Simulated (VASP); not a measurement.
# CoSi2 (fluorite type) (Fm-3m) in VASP: notebook, part 2 of 2

VASP 6.6.1. Earlier steps stand in the parts before.

## (4) Single point, PBE (volume scaled by 0.8)

Contents of INCAR:

```
  ALGO = Normal
  EDIFF = 1E-7
  ENCUT = 520
  GGA = PE
  ISIF = 2
  ISMEAR = -1
  LASPH = T
  LCHARG = T
  LELF = T
  LREAL = F
  LVHAR = T
  LWAVE = F
  NBANDS = 16
  NELM = 80
  PREC = Accurate
  SIGMA = 0.1
```

Contents of KPOINTS:

```
k-points
0
Gamma
  11 11 11
```

Contents of POSCAR:

```
CoSi2
1.0
    0.0000000000      2.4878441032      2.4878441032
    2.4878441032      0.0000000000      2.4878441032
    2.4878441032      2.4878441032      0.0000000000
Co Si
1 2
Direct
    0.0000000000      0.0000000000      0.0000000000
    0.2500000000      0.2500000000      0.2500000000
    0.7500000000      0.7500000000      0.7500000000
```

Potentials or basis: VASP PAW PBE potentials, release 64 (Co, Si).

Launch:

```console
> cat potpaw_PBE.64/Co/POTCAR potpaw_PBE.64/Si/POTCAR > POTCAR
> mpirun -np 1 vasp_std > vasp.out
```

OUTCAR:

```text
EDIFF = 1E-7
   ENCUT = 520
   GGA = PE
   ISIF = 2
   ISMEAR = -1
   LASPH = T
   LREAL = F
   NELM = 80
   PREC = Accurate

 ion  position               nearest neighbor table
   1  0.000  0.000  0.000-   3 2.15   3 2.15   3 2.15   2 2.15   3 2.15   2 2.15   2 2.15   2 2.15

   2  0.250  0.250  0.250-   1 2.15   1 2.15   1 2.15   1 2.15   3 2.49   3 2.49   3 2.49   3 2.49
                             3 2.49   3 2.49
   3  0.750  0.750  0.750-   1 2.15   1 2.15   1 2.15   1 2.15   2 2.49   2 2.49   2 2.49   2 2.49
                             2 2.49   2 2.49

  LATTYP: Found a face centered cubic cell.
 ALAT       =     4.9756882064

  Lattice vectors:

 A1 = (   0.0000000000,   2.4878441032,   2.4878441032)
 A2 = (   2.4878441032,   0.0000000000,   2.4878441032)
 A3 = (   2.4878441032,   2.4878441032,   0.0000000000)

Analysis of symmetry for initial positions (statically):
=====================================================================
 Subroutine PRICEL returns:
 Original cell was already a primitive cell.

 Routine SETGRP: Setting up the symmetry group for a
 face centered cubic supercell.

 Subroutine GETGRP returns: Found 48 space group operations
 (whereof 48 operations were pure point group operations)
 out of a pool of 48 trial point group operations.

The static configuration has the point symmetry O_h .

Analysis of symmetry for dynamics (positions and initial velocities):
=====================================================================
 Subroutine PRICEL returns:
 Original cell was already a primitive cell.

 Routine SETGRP: Setting up the symmetry group for a
 face centered cubic supercell.

 Subroutine GETGRP returns: Found 48 space group operations
 (whereof 48 operations were pure point group operations)
 out of a pool of 48 trial point group operations.

The dynamic configuration has the point symmetry O_h .

 Subroutine INISYM returns: Found 48 space group operations
 (whereof 48 operations are pure point group operations),
 and found     1 'primitive' translations

----------------------------------------------------------------------------------------

                                     Primitive cell

  volume of cell :      30.7964

  direct lattice vectors                    reciprocal lattice vectors
     0.000000000  2.487844103  2.487844103    -0.200977223  0.200977223  0.200977223
     2.487844103  0.000000000  2.487844103     0.200977223 -0.200977223  0.200977223
     2.487844103  2.487844103  0.000000000     0.200977223  0.200977223 -0.200977223

  length of vectors
     3.518342872  3.518342872  3.518342872     0.348102762  0.348102762  0.348102762

  position of ions in fractional coordinates (direct lattice)
     0.000000000  0.000000000  0.000000000
     0.250000000  0.250000000  0.250000000
     0.750000000  0.750000000  0.750000000

  ion indices of the primitive-cell ions
   primitive index   ion index
                 1           1
                 2           2
                 3           3

----------------------------------------------------------------------------------------

 KPOINTS: k-points

Automatic generation of k-mesh.
 Grid dimensions read from file:
 generate k-points for:   11   11   11

 Generating k-lattice:

  Cartesian coordinates                     Fractional coordinates (reciprocal lattice)
    -0.018270657  0.018270657  0.018270657     0.090909091  0.000000000  0.000000000
     0.018270657 -0.018270657  0.018270657     0.000000000  0.090909091  0.000000000
     0.018270657  0.018270657 -0.018270657     0.000000000  0.000000000  0.090909091

  Length of vectors
     0.031645706  0.031645706  0.031645706

  Shift w.r.t. Gamma in fractional coordinates (k-lattice)
     0.000000000  0.000000000  0.000000000

 Subroutine IBZKPT returns following result:
 ===========================================

 Found     56 irreducible k-points:

 Following reciprocal coordinates:
            Coordinates               Weight
  0.000000  0.000000  0.000000      1.000000
  0.090909  0.000000  0.000000      8.000000
  0.181818  0.000000  0.000000      8.000000
  0.272727  0.000000  0.000000      8.000000
  0.363636  0.000000  0.000000      8.000000
  0.454545  0.000000  0.000000      8.000000
[... 16 lines left out ...]
 -0.272727  0.181818  0.000000     24.000000
 -0.181818  0.181818  0.000000     12.000000
 [... further k-points ...]
   k-points           NKPTS =     56   k-points in BZ     NKDIM =     56   number of bands    NBANDS=     16
   number of dos      NEDOS =    301   number of ions     NIONS =      3
   total plane-waves  NPLWV =  21952
   dimension x,y,z NGX =    28 NGY =   28 NGZ =   28
   dimension x,y,z NGXF=    56 NGYF=   56 NGZF=   56
   ions per type =               1   2
   NGX,Y,Z   is equivalent  to a cutoff of  13.23, 13.23, 13.23 a.u.
   NGXF,Y,Z  is equivalent  to a cutoff of  26.46, 26.46, 26.46 a.u.
 SYSTEM =  unknown system
   PREC   = accura    normal or accurate (medium, high low for compatibility)
   ISTART =      0    job   : 0-new  1-cont  2-samecut
   ICHARG =      2    charge: 1-file 2-atom 10-const
   ISPIN  =      1    spin polarized calculation?
   LNONCOLLINEAR =      F non collinear calculations
   LSORBIT =      F    spin-orbit coupling
   LASPH  =      T    aspherical Exc in radial PAW
   ENCUT  =  520.0 eV  38.22 Ry    6.18 a.u.   6.54  6.54  6.54*2*pi/ulx,y,z
   NELM   =     80;   NELMIN=  2; NELMDL= -5     # of ELM steps
   EDIFF  = 0.1E-06   stopping-criterion for ELM
   LREAL  =      F    real-space projection
   EDIFFG = 0.1E-05   stopping-criterion for IOM
   NSW    =      0    number of steps for IOM
   IBRION =     -1    ionic relax: 0-MD 1-quasi-New 2-CG
   NFREE  =      0    steps in history (QN), initial steepest desc. (CG)
   ISIF   =      2    stress and relaxation
   ISYM   =      2    0-nonsym 1-usesym 2-fastsym
   POTIM  = 0.5000    time-step for ionic-motion
   TEBEG  =    0.0;   TEEND  =   0.0 temperature during run
   PSTRESS=    0.0 pullay stress
   NELECT =      17.0000    total number of electrons
   NUPDOWN=      -1.0000    fix difference up-down
   EMIN   =  10.00;   EMAX   =-10.00  energy-range for DOS
   EFERMI =   0.00;   METHOD = LEGACY
   ISMEAR =    -1;   SIGMA  =   0.10  broadening in eV -4-tet -1-fermi 0-gaus
   EFERMI_NEDOS =   21; number of points for ismear=-14 and -15
   IALGO  =     38    algorithm
   IMIX   =      4    mixing-type and parameters
     AMIX     =   0.40;   BMIX     =  1.00
     AMIX_MAG =   1.60;   BMIX_MAG =  1.00
  volume/ion in A,a.u.               =      10.27        69.27
  Fermi-wavevector in a.u.,A,eV,Ry     =   1.342944  2.537797 24.538096  1.803499
  Thomas-Fermi vector in A             =   2.471058
   LORBIT       =      0    0 simple, 1 ext, 2 COOP (PROOUT), +10 PAW based schemes
   GGA     = PE    functional components
   LHFCALC =     F    Hartree Fock is set to
   AEXX    =    0.0000 exact exchange contribution
   IVDW    =     0    specifies the selected vdW correction
   LEPSILON=     F    determine dielectric tensor
   LRPA    =     F    only Hartree local field effects (RPA)
 non-spin polarized calculation
  energy-cutoff  :      520.00
  volume of cell :       30.80
 maximum number of plane-waves:       869
 NGX is ok and might be reduce to    28
   NGX = 13   NGY = 13   NGZ = 13

 number of electron      17.0000003 magnetization

 Free energy of the ion-electron system (eV)
  ---------------------------------------------------
  ext. energy  EPLUGINS =         0.00000000
  ---------------------------------------------------
  free energy    TOTEN  =       -18.03078559 eV

  energy without entropy =      -18.00598421  energy(sigma->0) =      -18.01838490

 E-fermi :  13.3814     XC(G=0): -12.7980

 val. band max:       13.3579719995   @ k =  -0.2727   0.2727   0.0000
 cond. band min:      13.4722678657   @ k =   0.3636   0.1818   0.0000
 fundamental gap:      0.1142958662
 Fermi energy:        13.3813716337

 k-point     1 :       0.0000    0.0000    0.0000
  band No.  band energies     occupation
      1      -1.5830      2.00000
      2       8.1871      2.00000
      3       8.1871      2.00000
      4       8.1871      2.00000
      5      10.5937      2.00000
      6      10.5937      2.00000
[... 8 lines left out ...]
     15      20.1689      0.00000
     16      20.1689      0.00000
[... 419 lines left out ...]
 k-point    24 :      -0.1818    0.1818    0.0000
  band No.  band energies     occupation
      1      -0.0309      2.00000
      2       6.3818      2.00000
      3       7.8272      2.00000
      4       8.9198      2.00000
      5       9.8608      2.00000
      6      10.8284      2.00000
[... 8 lines left out ...]
     15      21.9737      0.00000
     16      24.2957      0.00000

 [... further k-points ...]
[... 5 lines left out ...]
  --------------------------------------------------------------------------------------
  -------------------------------------------------------------------------------------
  Total       12.5669846     12.5669846     12.5669846     -0.0000000      0.0000000      0.0000000
  in kB      653.7958824    653.7958824    653.7958824     -0.0000000      0.0000000      0.0000000
  external PRESSURE =     653.7958824 kB  Pullay stress =       0.0000000 kB

 VOLUME and BASIS-vectors are now :
 -----------------------------------------------------------------------------
  energy-cutoff  :      520.00
  volume of cell :       30.80
      direct lattice vectors                 reciprocal lattice vectors
     0.000000000  2.487844103  2.487844103    -0.200977223  0.200977223  0.200977223
     2.487844103  0.000000000  2.487844103     0.200977223 -0.200977223  0.200977223
     2.487844103  2.487844103  0.000000000     0.200977223  0.200977223 -0.200977223

 POSITION                                       TOTAL-FORCE (eV/Angst)
 -----------------------------------------------------------------------------------
      0.00000      0.00000      0.00000         0.000000      0.000000      0.000000
      1.24392      1.24392      1.24392        -0.000000     -0.000000     -0.000000
      3.73177      3.73177      3.73177         0.000000      0.000000      0.000000
 -----------------------------------------------------------------------------------
    total drift:                               -0.000000     -0.000000      0.000000

  FREE ENERGIE OF THE ION-ELECTRON SYSTEM (eV)
  ---------------------------------------------------
  free  energy   TOTEN  =       -18.0307855900 eV

  energy  without entropy=      -18.0059842065  energy(sigma->0) =      -18.01838490
```

OSZICAR:

```text
N       E                     dE             d eps       ncg     rms          rms(c)
DAV:   1     0.660683841619E+02    0.66068E+02   -0.68981E+03  1808   0.107E+03
DAV:   2    -0.161429979767E+02   -0.82211E+02   -0.73842E+02  1960   0.217E+02
DAV:   3    -0.193356306558E+02   -0.31926E+01   -0.31362E+01  2408   0.467E+01
DAV:   4    -0.193866506859E+02   -0.51020E-01   -0.50998E-01  2072   0.565E+00
DAV:   5    -0.193881352294E+02   -0.14845E-02   -0.14845E-02  2360   0.978E-01    0.181E+01
DAV:   6    -0.208051799289E+02   -0.14170E+01   -0.16398E+01  2056   0.891E+01    0.121E+01
DAV:   7    -0.181523745780E+02    0.26528E+01   -0.79817E+00  2256   0.711E+01    0.579E+00
DAV:   8    -0.180423278010E+02    0.11005E+00   -0.35712E-01  2280   0.606E+00    0.121E+00
DAV:   9    -0.180304042863E+02    0.11924E-01   -0.34176E-02  2296   0.363E+00    0.417E-01
DAV:  10    -0.180308975647E+02   -0.49328E-03   -0.41856E-03  2744   0.812E-01    0.170E-01
DAV:  11    -0.180307832504E+02    0.11431E-03   -0.45791E-04  2312   0.469E-01    0.459E-02
DAV:  12    -0.180307851367E+02   -0.18863E-05   -0.35383E-05  2144   0.840E-02    0.820E-03
DAV:  13    -0.180307851745E+02   -0.37841E-07   -0.11778E-06  2344   0.776E-03    0.570E-03
DAV:  14    -0.180307856534E+02   -0.47887E-06   -0.13157E-07  1728   0.366E-03    0.312E-03
DAV:  15    -0.180307855900E+02    0.63389E-07   -0.33432E-08  1112   0.337E-03
   1 F= -.18030786E+02 E0= -.18018385E+02  d E =-.248014E-01
```

Run time: 58 s. Hardware: 1 thread of Intel Xeon 8259CL, shared host; peak memory 0.17 GiB.

Results:

- Free energy: -18.0308 eV
- Pressure: 65.4 GPa

## (5) Single point, PBE (volume scaled by 0.88)

Contents of INCAR:

```
SYSTEM = CoSi2
PREC = Accurate
ENCUT = 520
EDIFF = 1E-6
ISMEAR = -1
SIGMA = 0.1
LREAL = .FALSE.
LASPH = .TRUE.
NELM = 100
ALGO = Normal
ISIF = 2
LWAVE = .FALSE.
LCHARG = .FALSE.
GGA = PE
NBANDS = 16
```

Contents of KPOINTS:

```
Automatic mesh
0
G
  11 11 11
  0 0 0
```

Contents of POSCAR:

```
CoSi2
1.0
    0.0000000000      2.5681519981      2.5681519981
    2.5681519981      0.0000000000      2.5681519981
    2.5681519981      2.5681519981      0.0000000000
Co Si
1 2
Direct
    0.0000000000      0.0000000000      0.0000000000
    0.2500000000      0.2500000000      0.2500000000
    0.7500000000      0.7500000000      0.7500000000
```

Launch:

```console
> cat potpaw_PBE.64/Co/POTCAR potpaw_PBE.64/Si/POTCAR > POTCAR
> mpirun -np 1 vasp_std > vasp.out
```

It took 52 s on 1 thread of Intel Xeon 8259CL, shared host; peak memory 0.17 GiB.

The run converged. Its results:

```yaml
Free_energy: -18.9254 eV
Pressure: 30.3 GPa
```

Levels at points of the mesh, in eV from the Fermi level:
```csv
k point,band 7,band 8,band 9,band 10,band 11,band 12
"(0.00, 0.00, 0.00)",2.08,3.46,3.46,3.46,3.94,3.94
```

 Spin polarisation is off, so any magnetic state and its effect on volume and gap are missing.

## (6) Single point, PBE (volume scaled by 0.94)

Contents of INCAR:

```
SYSTEM = CoSi2
PREC     = Accurate       ! precision mode
ENCUT    = 520            ! plane-wave cutoff, eV
EDIFF    = 1E-6           ! SCF threshold, eV
ISMEAR   = -1             ! smearing method
SIGMA    = 0.1            ! smearing width, eV
LREAL    = .False.        ! projectors in reciprocal space
LASPH    = .True.         ! aspherical terms in the spheres
NELM     = 60             ! most SCF steps
ALGO     = Normal         ! electronic algorithm
ISIF     = 2              ! what is computed and relaxed
LWAVE    = .False.        ! write WAVECAR
LCHARG   = .True.         ! write CHGCAR
GGA      = PE             ! functional
LELF     = .True.         ! ELF
LVHAR    = .True.       
NBANDS   = 16             ! bands
```

Contents of KPOINTS:

```
regular mesh
0
Gamma
  11 11 11
  0 0 0
```

Contents of POSCAR:

```
CoSi2
1.0
    0.0000000000      2.6252406358      2.6252406358
    2.6252406358      0.0000000000      2.6252406358
    2.6252406358      2.6252406358      0.0000000000
Co Si
1 2
Direct
    0.0000000000      0.0000000000      0.0000000000
    0.2500000000      0.2500000000      0.2500000000
    0.7500000000      0.7500000000      0.7500000000
```

Potentials or basis: VASP PAW PBE potentials, release 64 (Co, Si).

Launch:

```console
> cat potpaw_PBE.64/Co/POTCAR potpaw_PBE.64/Si/POTCAR > POTCAR
> mpirun -np 1 vasp_std > vasp.out
```

It took 62 s on 1 thread of Intel Xeon 8259CL, shared host; peak memory 0.17 GiB.

Results (log left out):

* Free energy: -19.2277 eV
* Pressure: 12.6 GPa

Levels at points of the mesh, in eV from the Fermi level:
```tsv
k point	band 6	band 7	band 8	band 9	band 10	band 11	band 12	band 13
(0.00, 0.00, 0.00)	-2.12	1.36	3.46	3.46	3.46	3.65	3.65	3.65
```

## (7) Summary

| cell | gap on the mesh (eV) | pressure (GPa) |
| --- | --- | --- |
| a = 3.232 Å, angles 60.0°, 3 atoms | none | 240.7 |
| a = 3.397 Å, angles 60.0°, 3 atoms | none | 120.8 |
| a = 3.518 Å, angles 60.0°, 3 atoms | none | 65.4 |
| a = 3.632 Å, angles 60.0°, 3 atoms | none | 30.3 |
| a = 3.713 Å, angles 60.0°, 3 atoms | none | 12.6 |

Alike in all rows: task single point; level PBE; potentials or basis VASP PAW PBE potentials, release 64 (Co, Si); no spin polarisation; k mesh 11 × 11 × 11; cutoff (eV) 520; smearing fermi-dirac 0.1 eV.

Total energies depend on the potentials used, so only differences within one code and one set of settings carry meaning.
